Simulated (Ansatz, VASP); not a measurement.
Sn: VASP beside Ansatz

```
CELL_PARAMETERS angstrom
-2.89942 2.90080 1.55817
2.90080 -2.89942 1.55817
2.89858 2.89858 -1.55564
ATOMIC_POSITIONS crystal
Sn 0.00002 0.99998 0.00000
Sn 0.74998 0.25002 0.50000
```

Alike in both runs: task single point; functional LDA; k mesh 11 × 11 × 8; no spin polarisation.

|  | VASP | Ansatz |
| --- | --- | --- |
| version | VASP 6.6.1 | Ansatz 0.2.0 |
| potentials or method | VASP PAW LDA potentials, release 64 (Sn_d), cutoff 520 eV | plane waves (420 eV) with PAW, scalar-relativistic |
| occupations | methfessel-paxton of order 1, width 0.01 eV | cold, width 0.01 eV |
| valence electrons in the cell | 28 | 28 |

Ansatz gave:

```
pressure (GPa)                                                : 0.0
traceless stress, the component that is largest in VASP (GPa) : -0.09
```

**Question.** Which values does VASP return?

**Answer.** Pressure (GPa): 0.0; traceless stress, the component that is largest in VASP (GPa): -0.11.

Ansatz warns that its potentials were made for another functional, while VASP's fit it. LDA's correlation is that of Perdew and Zunger in VASP and of Perdew and Wang (1992) in Ansatz.
